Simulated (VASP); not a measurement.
# Ga3Sb (I4/mmm) in VASP: further runs, part 2 of 2

VASP 6.6.1.

**4. Single point, PBEsol+D3(BJ) (17.84 Å³/atom)**

This run uses another cell than the first one, of 17.84 Å³/atom.

File INCAR:

```
SYSTEM = Ga3Sb
PREC = Accurate
ENCUT = 520
EDIFF = 1E-6
ISMEAR = 0
SIGMA = 0.1
LREAL = .False.
LASPH = .True.
NELM = 60
ALGO = Fast
ISIF = 2
LWAVE = .False.
LCHARG = .False.
GGA = PS
IVDW = 12
NBANDS = 30
```

File KPOINTS:

```
regular mesh
0
Gamma
  14 14 14
  0 0 0
```

File POSCAR:

```
Ga3Sb
1.0
   -2.0294434178      2.0294434178      4.3303456110
    2.0294434178     -2.0294434178      4.3303456110
    2.0294434178      2.0294434178     -4.3303456110
Ga Sb
3 1
Direct
    0.7500000000      0.2500000000      0.5000000000
    0.2500000000      0.7500000000      0.5000000000
    0.5000000000      0.5000000000      0.0000000000
    0.0000000000      0.0000000000      0.0000000000
```

Potentials or basis: VASP PAW PBE potentials, release 64 (Ga_d, Sb).

On the command line:

```console
cat potpaw_PBE.64/Ga_d/POTCAR potpaw_PBE.64/Sb/POTCAR > POTCAR
mpirun -np 1 vasp_std > vasp.out
```

OUTCAR:

```text
SYSTEM = Ga3Sb
   PREC = Accurate
   ENCUT = 520
   EDIFF = 1E-6
   ISMEAR = 0
   LREAL = .False.
   LASPH = .True.
   NELM = 60
   ISIF = 2
   GGA = PS
   IVDW = 12
 IVDW          = 12

 ion  position               nearest neighbor table
   1  0.750  0.250  0.500-   2 2.87   2 2.87   2 2.87   2 2.87   4 2.97   4 2.97   4 2.97   4 2.97

   2  0.250  0.750  0.500-   1 2.87   1 2.87   1 2.87   1 2.87   4 2.97   4 2.97   4 2.97   4 2.97

   3  0.500  0.500  0.000-   4 2.87   4 2.87   4 2.87   4 2.87
   4  0.000  0.000  0.000-   3 2.87   3 2.87   3 2.87   3 2.87   2 2.97   1 2.97   2 2.97   1 2.97
                             1 2.97   1 2.97   2 2.97   2 2.97

  LATTYP: Found a body centered tetragonal cell.
 ALAT       =     4.0588868356
 C/A-ratio  =     2.1337602088

  Lattice vectors:

 A1 = (  -2.0294434178,   2.0294434178,   4.3303456110)
 A2 = (   2.0294434178,  -2.0294434178,   4.3303456110)
 A3 = (   2.0294434178,   2.0294434178,  -4.3303456110)

Analysis of symmetry for initial positions (statically):
=====================================================================
 Subroutine PRICEL returns:
 Original cell was already a primitive cell.

 Routine SETGRP: Setting up the symmetry group for a
 body centered tetragonal supercell.

 Subroutine GETGRP returns: Found 16 space group operations
 (whereof 16 operations were pure point group operations)
 out of a pool of 16 trial point group operations.

The static configuration has the point symmetry D_4h.

Analysis of symmetry for dynamics (positions and initial velocities):
=====================================================================
 Subroutine PRICEL returns:
 Original cell was already a primitive cell.

 Routine SETGRP: Setting up the symmetry group for a
 body centered tetragonal supercell.

 Subroutine GETGRP returns: Found 16 space group operations
 (whereof 16 operations were pure point group operations)
 out of a pool of 16 trial point group operations.

[... 123 lines left out ...]
     AMIX     =   0.40;   BMIX     =  1.00
     AMIX_MAG =   1.60;   BMIX_MAG =  1.00
  volume/ion in A,a.u.               =      17.84       120.36
  Fermi-wavevector in a.u.,A,eV,Ry     =   1.393521  2.633373 26.421171  1.941901
  Thomas-Fermi vector in A             =   2.517159
   LORBIT       =      0    0 simple, 1 ext, 2 COOP (PROOUT), +10 PAW based schemes
   GGA     = PS    functional components
   LHFCALC =     F    Hartree Fock is set to
   AEXX    =    0.0000 exact exchange contribution
   IVDW    =    12    specifies the selected vdW correction
   LEPSILON=     F    determine dielectric tensor
   LRPA    =     F    only Hartree local field effects (RPA)
 non-spin polarized calculation
 RMM-DIIS sequential band-by-band and
 Gauss-broadening in eV      SIGMA  =   0.10
  energy-cutoff  :      520.00
  volume of cell :       71.34
 maximum number of plane-waves:      1947
   NGX = 19   NGY = 19   NGZ = 19

 number of electron      44.0000006 magnetization

 Free energy of the ion-electron system (eV)
  ---------------------------------------------------
  ext. energy  EPLUGINS =         0.00000000
  ---------------------------------------------------
  free energy    TOTEN  =       -13.95681423 eV

  energy without entropy =      -13.94983379  energy(sigma->0) =      -13.95332401

 E-fermi :   8.2391     XC(G=0): -11.6550

 val. band max:        8.1995313613   @ k =   0.3571   0.0714   0.0000
 cond. band min:       8.2414777746   @ k =   0.4286   0.2143   0.0000
 fundamental gap:      0.0419464133
 Fermi energy:         8.2390674841

 k-point     1 :       0.0000    0.0000    0.0000
  band No.  band energies     occupation
      1      -6.9398      2.00000
      2      -6.9056      2.00000
      3      -6.8548      2.00000
      4      -6.7910      2.00000
      5      -6.7910      2.00000
      6      -6.7880      2.00000
[... 781 lines left out ...]
     29      13.5360      0.00000
     30      16.8259      0.00000

 [... further k-points ...]

------------------------ aborting loop because EDIFF is reached ----------------------------------------

 Edisp (eV)   -1.65123

 E8    (eV) :    -1.1417

  FORCE on cell =-STRESS in cart. coord.  units (eV):
  Direction    XX          YY          ZZ          XY          YZ          ZX
  --------------------------------------------------------------------------------------
  -------------------------------------------------------------------------------------
  Total       3.48809     3.48809     3.45083     0.00000     0.00000    -0.00000
  in kB      78.33599    78.33599    77.49934     0.00000     0.00000    -0.00000
  external pressure =       78.06 kB  Pullay stress =        0.00 kB

 VOLUME and BASIS-vectors are now :
 -----------------------------------------------------------------------------
  energy-cutoff  :      520.00
  volume of cell :       71.34
      direct lattice vectors                 reciprocal lattice vectors
    -2.029443418  2.029443418  4.330345611     0.000000000  0.246372969  0.115464225
     2.029443418 -2.029443418  4.330345611     0.246372969  0.000000000  0.115464225
     2.029443418  2.029443418 -4.330345611     0.246372969  0.246372969  0.000000000

 POSITION                                       TOTAL-FORCE (eV/Angst)
 -----------------------------------------------------------------------------------
     -0.00000      2.02944      2.16517        -0.000000      0.000000      0.000000
      2.02944     -0.00000      2.16517         0.000000     -0.000000     -0.000000
      0.00000      0.00000      4.33035        -0.000000      0.000000     -0.000000
      0.00000      0.00000      0.00000        -0.000000      0.000000     -0.000000
 -----------------------------------------------------------------------------------
    total drift:                               -0.000000     -0.000000      0.000000

  FREE ENERGIE OF THE ION-ELECTRON SYSTEM (eV)
  ---------------------------------------------------
  free  energy   TOTEN  =       -15.6080436700 eV

  energy  without entropy=      -15.6010632365  energy(sigma->0) =      -15.60455345
```

OSZICAR:

```text
N       E                     dE             d eps       ncg     rms          rms(c)
DAV:   1     0.299893989941E+03    0.29989E+03   -0.20583E+04 15192   0.252E+03
DAV:   2     0.223823842546E+02   -0.27751E+03   -0.26966E+03 14982   0.508E+02
DAV:   3    -0.129573043263E+02   -0.35340E+02   -0.34561E+02 16656   0.139E+02
DAV:   4    -0.140669226940E+02   -0.11096E+01   -0.11043E+01 17302   0.267E+01
DAV:   5    -0.140960447054E+02   -0.29122E-01   -0.29110E-01 18830   0.426E+00    0.348E+00
RMM:   6    -0.139867196779E+02    0.10933E+00   -0.19122E-01 18938   0.443E+00    0.193E+00
RMM:   7    -0.139588158712E+02    0.27904E-01   -0.71795E-02 20022   0.207E+00    0.320E-01
RMM:   8    -0.139568436778E+02    0.19722E-02   -0.66778E-03 20769   0.748E-01    0.544E-02
RMM:   9    -0.139567986624E+02    0.45015E-04   -0.13358E-03 22262   0.339E-01    0.508E-02
RMM:  10    -0.139568133429E+02   -0.14681E-04   -0.36191E-04 24932   0.148E-01    0.195E-02
RMM:  11    -0.139568127881E+02    0.55485E-06   -0.47836E-05 21634   0.549E-02    0.307E-03
RMM:  12    -0.139568141122E+02   -0.13241E-05   -0.12677E-05 19079   0.274E-02    0.179E-03
RMM:  13    -0.139568142269E+02   -0.11466E-06   -0.22794E-06 11946   0.123E-02
   1 F= -.15608044E+02 E0= -.15604553E+02  d E =-.698043E-02
```

Wall time 5.7 min (1 thread of Intel Xeon 6975P-C (Granite Rapids), shared host); peak memory 0.57 GiB.

What came out:

```
Free energy                : -15.6080 eV
Pressure                   : 7.8 GPa
Band gap on the k mesh     : zero (bands 22 and 23 overlap by 5.60 eV)
Dispersion energy per atom : -0.413 eV
```

Caveat: the cell stands under pressure; the PAW data sets were made with another functional, which shifts forces and pressure a little; spin-orbit coupling is left out, which moves the levels of the heavy elements.

**5. Relaxation of shape and atoms at fixed volume, PBEsol+D3(BJ) (18.42 Å³/atom)**

This run uses another cell than the first one, of 18.42 Å³/atom.

File INCAR:

```
PREC = Accurate
ENCUT = 600
EDIFF = 1E-6
ISMEAR = 0
SIGMA = 0.1
LREAL = F
LASPH = T
NELM = 100
ALGO = Fast
ISIF = 4
LWAVE = F
LCHARG = F
GGA = PS
IVDW = 12
IBRION = 2
NSW = 50
EDIFFG = -0.01
```

File KPOINTS:

```
regular mesh
0
Gamma
  14 14 14
```

File POSCAR:

```
Ga3Sb
1.0
   -2.0501269427      2.0501269427      4.3833021566
    2.0501269427     -2.0501269427      4.3833021566
    2.0501269427      2.0501269427     -4.3833021566
Ga Sb
3 1
Direct
    0.7500000000      0.2500000000      0.5000000000
    0.2500000000      0.7500000000      0.5000000000
    0.5000000000      0.5000000000      0.0000000000
    0.0000000000      0.0000000000      0.0000000000
```

On the command line:

```console
cat potpaw_PBE.64/Ga_d/POTCAR potpaw_PBE.64/Sb/POTCAR > POTCAR
mpirun -np 1 vasp_std > vasp.out
```

It took 11 min on 1 thread of Oxide Virtual Turin-like, shared host; peak memory 0.62 GiB.

It converged, with:

```yaml
Free_energy: -15.6997 eV
Pressure_after_relaxing: 4.7 GPa
Band_gap_on_the_k_mesh: zero (bands 22 and 23 overlap by 5.43 eV)
Dispersion_energy_per_atom: -0.399 eV
```

Final structure:
```yaml
crystal:
  lattice:
    - [-2.05013, 2.05013, 4.38330]
    - [2.05013, -2.05013, 4.38330]
    - [2.05013, 2.05013, -4.38330]
  atoms:
    - { symbol: Ga, position: [0.75000, 0.25000, 0.50000] }
    - { symbol: Ga, position: [0.25000, 0.75000, 0.50000] }
    - { symbol: Ga, position: [0.50000, 0.50000, 0.00000] }
    - { symbol: Sb, position: [0.00000, 0.00000, 0.00000] }
```

Levels at points of the mesh, in eV from the Fermi level:
| k point | band 19 | band 20 | band 21 | band 22 | band 23 | band 24 | band 25 | band 26 |
| --- | --- | --- | --- | --- | --- | --- | --- | --- |
| (0.00, 0.00, 0.00) | -2.66 | -2.25 | -2.25 | -1.56 | -0.72 | -0.72 | 0.62 | 0.71 |
| (0.50, 0.00, 0.00) | -5.61 | -1.33 | -0.34 | -0.34 | 0.02 | 2.05 | 3.11 | 3.52 |
| (0.50, 0.50, 0.00) | -5.81 | -5.47 | -5.10 | -0.12 | 0.20 | 0.31 | 0.91 | 8.05 |
| (0.50, 0.50, 0.50) | -3.80 | -3.66 | -2.43 | 2.76 | 3.13 | 3.13 | 4.07 | 5.45 |

Caveat: the PAW data sets were made with another functional, which shifts forces and pressure a little; spin-orbit coupling is left out, which moves the levels of the heavy elements.

**6. The runs side by side**

```csv
task,cell,k mesh,cutoff (eV),gap on the mesh (eV),pressure (GPa)
single point,"a = 5.655 Å, angles 135.1, 135.1, 65.3°, 4 atoms",6 × 6 × 6,520,none,-5.7
single point,"a = 5.133 Å, angles 133.9, 133.9, 67.2°, 4 atoms",14 × 14 × 14,520,none,11.4
single point,"a = 5.195 Å, angles 134.0, 134.0, 67.1°, 4 atoms",14 × 14 × 14,520,none,7.8
relaxation of shape and atoms at fixed volume,"relaxed from a = 5.255 Å, angles 134.1, 134.1, 67.0°, 4 atoms",14 × 14 × 14,600,none,4.7
```

Alike in all rows: level PBEsol+D3(BJ); potentials or basis VASP PAW PBE potentials, release 64 (Ga_d, Sb); no spin polarisation; smearing gaussian 0.1 eV.

Caveats: the PAW data sets were made with another functional, which shifts forces and pressure a little; spin-orbit coupling is left out, which moves the levels of the heavy elements; the cell stands under pressure (at least some runs); the cell stands under tension (at least some runs).

Total energies depend on the potentials used, so only differences within one code and one set of settings carry meaning.

The gap in the log of VASP goes by the Fermi energy; the results here count the filled bands.